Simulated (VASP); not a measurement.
Set up this calculation in VASP 6.6.1, as the native input.

```
Task                   : relaxation of cell and atoms
Functional             : PBE
Potentials or basis    : VASP PAW PBE potentials, release 64 (Al, B, W_sv)
Cutoff                 : 600 eV
k mesh                 : 10 × 10 × 6
Occupations            : gaussian, width 0.1 eV
Spin                   : no spin polarisation
Dipole correction      : no
Further INCAR settings : ALGO = Fast; EDIFF = 1e-06; IBRION = 2; EDIFFG = -0.01; NSW = 100; ISIF = 3
```

The structure of Al3B2W lies in POSCAR:

```
Al3B2W
1.0
    4.6260909436     -1.6240234896      0.0000000000
    4.6260909436      1.6240234896      0.0000000000
   -3.9615917103      0.0000000000      4.8302706016
Al B W
3 2 1
Direct
    0.5817673607      0.5817673607      0.8474092530
    0.4239721367      0.4239721367      0.1553005074
    0.1792485240      0.1792485240      0.5895287015
    0.8817425710      0.8817425710      0.8427775483
    0.1098931028      0.1098931028      0.1512204629
    0.8233763648      0.8233763648      0.4137635270
```

The cell was built from a structure type or drawn by symmetry, and may not be a known phase.

One way to write it, as run:

INCAR

```
  ALGO = Fast
  EDIFF = 1E-6
  EDIFFG = -0.01
  ENCUT = 600
  GGA = PE
  IBRION = 2
  ISIF = 3
  ISMEAR = 0
  LASPH = True
  LCHARG = False
  LREAL = False
  LWAVE = False
  NELM = 80
  NSW = 100
  PREC = Accurate
  SIGMA = 0.1
```

KPOINTS

```
k-points
0
Gamma
  10 10 6
```

Potentials or basis: VASP PAW PBE potentials, release 64 (Al, B, W_sv).

Command:

```bash
$ cat potpaw_PBE.64/Al/POTCAR potpaw_PBE.64/B/POTCAR potpaw_PBE.64/W_sv/POTCAR > POTCAR
$ mpirun -np 1 vasp_std > vasp.out
```

It gave:

```json
{"Relaxed volume": "12.10 Å³/atom", "Relaxed cell": "a = 4.913 Å, b = 4.913 Å, c = 6.257 Å, α = 126.82°, β = 126.82°, γ = 38.48°", "Space group after relaxing (to 0.1 Å)": "Cm (No. 8)", "Energy gained by relaxing": "0.2 meV/atom", "Ionic steps": "8", "Pressure after relaxing": "0.0 GPa", "Largest force after relaxing": "0.008 eV/Å", "Band gap on the k mesh": "zero (an odd number of electrons rules out a gap without spin polarisation)"}
```

Caveat: spin-orbit coupling is left out, which moves the levels of the heavy elements.

It took 12 min on 1 thread of Intel(R) Xeon(R) 6975P-C (Granite Rapids) (shared host), peak memory 0.51 GiB.
